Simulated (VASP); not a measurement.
# CdSe (Fm-3m) in VASP: single point with PBEsol+D4

Aim: the single point of CdSe with PBEsol+D4.

All numbers are computed with VASP 6.6.1; they aren't measurements. Logs are shortened: lines on timing, memory, paths and dates and some standing lists are left out, and cuts for length are marked.

## 1. The cell of the first run

Symmetry: Fm-3m, No. 225, cubic system. Conventional cell: a = 5.748 Å, b = 5.748 Å, c = 5.748 Å, α = 90.00°, β = 90.00°, γ = 90.00°. Within 3.8 Å of Cd (site symmetry m-3m) lie 6 Se at 2.87 Å. Within 3.8 Å of Se (site symmetry m-3m) lie 6 Cd at 2.87 Å.

## 2. Single point, PBEsol+D4

POSCAR reads:

```
CdSe
1.0
    0.0000000000      2.8739580000      2.8739580000
    2.8739580000      0.0000000000      2.8739580000
    2.8739580000      2.8739580000      0.0000000000
Cd Se
1 1
Direct
    0.0000000000      0.0000000000      0.0000000000
    0.5000000000      0.5000000000      0.5000000000
```

INCAR.step1 reads:

```
  PREC = Accurate
  ENCUT = 400
  EDIFF = 1E-6
  ISMEAR = -5
  SIGMA = 0.1
  LREAL = False
  LASPH = True
  NELM = 120
  ALGO = Normal
  ISIF = 2
  LWAVE = False
  LCHARG = True
  GGA = PS
  IVDW = 13
  NBANDS = 16
  GGA_COMPAT = False
  NEDOS = 2001
  LORBIT = 11
```

KPOINTS.step1 reads:

```
Automatic mesh
0
Gamma
  4 4 4
```

INCAR.step2 reads:

```
  PREC = Accurate
  ENCUT = 400
  EDIFF = 1E-6
  ISMEAR = -5
  SIGMA = 0.1
  LREAL = False
  LASPH = True
  NELM = 120
  ALGO = Normal
  ISIF = 2
  LWAVE = False
  LCHARG = False
  GGA = PS
  IVDW = 13
  LORBIT = 11
  NBANDS = 16
  NEDOS = 2001
  ICHARG = 11
  GGA_COMPAT = False
```

KPOINTS.step2 reads:

```
Automatic mesh
0
Gamma
  6 6 6
```

Potentials or basis: VASP PAW PBE potentials, release 64 (Cd, Se).

The run is started by

```
$ cat potpaw_PBE.64/Cd/POTCAR potpaw_PBE.64/Se/POTCAR > POTCAR
$ cp INCAR.step1 INCAR
$ cp KPOINTS.step1 KPOINTS
$ mpirun -np 1 vasp_std > vasp.out
$ cp INCAR.step2 INCAR
$ cp KPOINTS.step2 KPOINTS
$ mpirun -np 1 vasp_std > vasp.out
```

OUTCAR:

```text
PREC = Accurate
   ENCUT = 400
   EDIFF = 1E-6
   ISMEAR = -5
   LREAL = False
   LASPH = True
   NELM = 120
   ISIF = 2
   GGA = PS
   IVDW = 13
   LORBIT = 11
   ICHARG = 11

 ion  position               nearest neighbor table
   1  0.000  0.000  0.000-   2 2.87   2 2.87   2 2.87   2 2.87   2 2.87   2 2.87
   2  0.500  0.500  0.500-   1 2.87   1 2.87   1 2.87   1 2.87   1 2.87   1 2.87

  LATTYP: Found a face centered cubic cell.
 ALAT       =     5.7479160000

  Lattice vectors:

 A1 = (   0.0000000000,   2.8739580000,   2.8739580000)
 A2 = (   2.8739580000,   0.0000000000,   2.8739580000)
 A3 = (   2.8739580000,   2.8739580000,   0.0000000000)

Analysis of symmetry for initial positions (statically):
=====================================================================
 Subroutine PRICEL returns:
 Original cell was already a primitive cell.

 Routine SETGRP: Setting up the symmetry group for a
 face centered cubic supercell.

 Subroutine GETGRP returns: Found 48 space group operations
 (whereof 48 operations were pure point group operations)
 out of a pool of 48 trial point group operations.

The static configuration has the point symmetry O_h .

Analysis of symmetry for dynamics (positions and initial velocities):
=====================================================================
 Subroutine PRICEL returns:
 Original cell was already a primitive cell.

 Routine SETGRP: Setting up the symmetry group for a
 face centered cubic supercell.

 Subroutine GETGRP returns: Found 48 space group operations
 (whereof 48 operations were pure point group operations)
 out of a pool of 48 trial point group operations.

The dynamic configuration has the point symmetry O_h .

 Subroutine INISYM returns: Found 48 space group operations
 (whereof 48 operations are pure point group operations),
 and found     1 'primitive' translations

----------------------------------------------------------------------------------------

                                     Primitive cell

  volume of cell :      47.4757

  direct lattice vectors                    reciprocal lattice vectors
     0.000000000  2.873958000  2.873958000    -0.173976098  0.173976098  0.173976098
     2.873958000  0.000000000  2.873958000     0.173976098 -0.173976098  0.173976098
[... 81 lines left out ...]
   NSW    =      0    number of steps for IOM
   IBRION =     -1    ionic relax: 0-MD 1-quasi-New 2-CG
   NFREE  =      0    steps in history (QN), initial steepest desc. (CG)
   ISIF   =      2    stress and relaxation
   ISYM   =      2    0-nonsym 1-usesym 2-fastsym
   POTIM  = 0.5000    time-step for ionic-motion
   TEBEG  =    0.0;   TEEND  =   0.0 temperature during run
   PSTRESS=    0.0 pullay stress
   NELECT =      18.0000    total number of electrons
   NUPDOWN=      -1.0000    fix difference up-down
   EMIN   =  10.00;   EMAX   =-10.00  energy-range for DOS
   EFERMI =   0.00;   METHOD = LEGACY
   ISMEAR =    -5;   SIGMA  =   0.10  broadening in eV -4-tet -1-fermi 0-gaus
   EFERMI_NEDOS =   21; number of points for ismear=-14 and -15
   IALGO  =     38    algorithm
   IMIX   =      4    mixing-type and parameters
     AMIX     =   0.40;   BMIX     =  1.00
     AMIX_MAG =   1.60;   BMIX_MAG =  1.00
  volume/ion in A,a.u.               =      23.74       160.19
  Fermi-wavevector in a.u.,A,eV,Ry     =   1.184882  2.239103 19.101849  1.403946
  Thomas-Fermi vector in A             =   2.321088
   LORBIT       =     11    0 simple, 1 ext, 2 COOP (PROOUT), +10 PAW based schemes
   GGA     = PS    functional components
   LHFCALC =     F    Hartree Fock is set to
   AEXX    =    0.0000 exact exchange contribution
   IVDW    =    13    specifies the selected vdW correction
   LEPSILON=     F    determine dielectric tensor
   LRPA    =     F    only Hartree local field effects (RPA)
 non-spin polarized calculation
 Fermi weights with tetrahedron method with Bloechl corrections
  energy-cutoff  :      400.00
  volume of cell :       47.48
 maximum number of plane-waves:       881
 NGX is ok and might be reduce to    28

 number of electron      17.9999999 magnetization

 Free energy of the ion-electron system (eV)
  ---------------------------------------------------
  ext. energy  EPLUGINS =         0.00000000
  ---------------------------------------------------
  free energy    TOTEN  =        -5.95518600 eV

  energy without entropy =       -5.95518600  energy(sigma->0) =       -5.95518600

 E-fermi :   2.0968     XC(G=0): -10.1772

 val. band max:        2.1644527835   @ k =  -0.1667   0.1667   0.0000
 cond. band min:       1.5750576591   @ k =   0.5000   0.5000   0.0000
 fundamental gap:     -0.5893951244
 Fermi energy:         2.0968364933

 k-point     1 :       0.0000    0.0000    0.0000
  band No.  band energies     occupation
      1     -10.7065      2.00000
      2      -5.7989      2.00000
      3      -5.7989      2.00000
      4      -5.7779      2.00000
      5      -5.7779      2.00000
      6      -5.7779      2.00000
[... 281 lines left out ...]
      3      -5.8330      2.00000
      4      -5.6885      2.00000
      5      -5.5880      2.00000
      6      -5.2153      2.00000
[... 8 lines left out ...]
     15      15.0425      0.00000
     16      17.0412      0.00000

------------------------ aborting loop because EDIFF is reached ----------------------------------------

  DFT-D4 for vdW energy calculation

  Edisp (eV):   -0.44496

  FORCE on cell =-STRESS in cart. coord.  units (eV):
  Direction    XX          YY          ZZ          XY          YZ          ZX
  --------------------------------------------------------------------------------------
  -------------------------------------------------------------------------------------
  Total      -1.66171    -1.66171    -1.66171     0.00000    -0.00000     0.00000
  in kB     -56.07838   -56.07838   -56.07838     0.00000    -0.00000     0.00000
  external pressure =      -56.08 kB  Pullay stress =        0.00 kB

 VOLUME and BASIS-vectors are now :
 -----------------------------------------------------------------------------
  energy-cutoff  :      400.00
  volume of cell :       47.48
      direct lattice vectors                 reciprocal lattice vectors
     0.000000000  2.873958000  2.873958000    -0.173976098  0.173976098  0.173976098
     2.873958000  0.000000000  2.873958000     0.173976098 -0.173976098  0.173976098
     2.873958000  2.873958000  0.000000000     0.173976098  0.173976098 -0.173976098

 POSITION                                       TOTAL-FORCE (eV/Angst)
 -----------------------------------------------------------------------------------
      0.00000      0.00000      0.00000         0.000000      0.000000      0.000000
      2.87396      2.87396      2.87396         0.000000     -0.000000     -0.000000
 -----------------------------------------------------------------------------------
    total drift:                               -0.000000      0.000000      0.000000

  FREE ENERGIE OF THE ION-ELECTRON SYSTEM (eV)
  ---------------------------------------------------
  free  energy   TOTEN  =        -6.4001468618 eV

  energy  without entropy=       -6.4001468618  energy(sigma->0) =       -6.40014686

 total charge

# of ion       s       p       d       tot
------------------------------------------
    1        0.402   0.236   9.563  10.202
    2        1.460   2.313   0.018   3.791
--------------------------------------------------
tot          1.863   2.549   9.581  13.992
```

OUTCAR.step1:

```text
PREC = Accurate
   ENCUT = 400
   EDIFF = 1E-6
   ISMEAR = -5
   LREAL = False
[... 367 lines left out ...]
    total drift:                               -0.000000      0.000000      0.000000

  FREE ENERGIE OF THE ION-ELECTRON SYSTEM (eV)
  ---------------------------------------------------
  free  energy   TOTEN  =        -6.2919409502 eV

  energy  without entropy=       -6.2919409502  energy(sigma->0) =       -6.29194095

 total charge

# of ion       s       p       d       tot
------------------------------------------
    1        0.385   0.233   9.565  10.183
    2        1.454   2.352   0.016   3.822
--------------------------------------------------
tot          1.839   2.585   9.582  14.005
```

OSZICAR.step1:

```text
N       E                     dE             d eps       ncg     rms          rms(c)
DAV:   1     0.940077429851E+02    0.94008E+02   -0.78174E+03   256   0.835E+02
DAV:   2    -0.313613548628E+01   -0.97144E+02   -0.93082E+02   312   0.237E+02
DAV:   3    -0.630229839572E+01   -0.31662E+01   -0.31609E+01   280   0.445E+01
DAV:   4    -0.631076996865E+01   -0.84716E-02   -0.84711E-02   344   0.231E+00
DAV:   5    -0.631080491038E+01   -0.34942E-04   -0.34942E-04   304   0.126E-01    0.514E+00
DAV:   6    -0.587174321932E+01    0.43906E+00   -0.65311E-01   320   0.100E+01    0.457E+00
DAV:   7    -0.584883215797E+01    0.22911E-01   -0.13260E-01   272   0.257E+00    0.224E+00
DAV:   8    -0.584681325063E+01    0.20189E-02   -0.15115E-02   288   0.145E+00    0.215E-01
DAV:   9    -0.584746195865E+01   -0.64871E-03   -0.13666E-03   320   0.460E-01    0.408E-02
DAV:  10    -0.584691679659E+01    0.54516E-03   -0.18226E-04   272   0.174E-01    0.384E-02
DAV:  11    -0.584691951748E+01   -0.27209E-05   -0.19766E-05   328   0.409E-02    0.189E-02
DAV:  12    -0.584698507302E+01   -0.65556E-04   -0.16369E-06   248   0.160E-02    0.389E-03
DAV:  13    -0.584699166118E+01   -0.65882E-05   -0.39488E-07   128   0.344E-03    0.315E-03
DAV:  14    -0.584697995703E+01    0.11704E-04   -0.73868E-08   128   0.155E-03    0.757E-04
DAV:  15    -0.584698009154E+01   -0.13451E-06   -0.79113E-09   128   0.520E-04
   1 F= -.62919410E+01 E0= -.62919410E+01  d E =0.000000E+00
```

It took 12 s on 1 thread of Intel Xeon Platinum 8259CL at 2.50GHz (Skylake/Cascade Lake), shared host; peak memory 0.15 GiB.

Results:

* Valence electrons inside the program's atomic spheres: Cd 10.20; Se 3.79
* Dispersion energy per atom: -0.222 eV

Levels at points of the mesh, in eV from the Fermi level:
```
           k point  band 6  band 7  band 8  band 9  band 10  band 11  band 12  band 13
(0.00, 0.00, 0.00)   -7.87   -0.51   -0.51   -0.51     0.02     8.63     8.63     8.63
(0.50, 0.00, 0.00)   -7.74   -4.93    0.06    0.06     2.94     5.21     5.21     5.91
(0.50, 0.50, 0.00)   -7.20   -4.05   -1.98   -1.98    -0.52     5.40     9.68    10.26
```

Caveat: the k points lie up to 0.47 Å⁻¹ apart; the PAW data sets were made with another functional, which shifts forces and pressure a little; tetrahedron occupations give inexact forces and stress in metals.
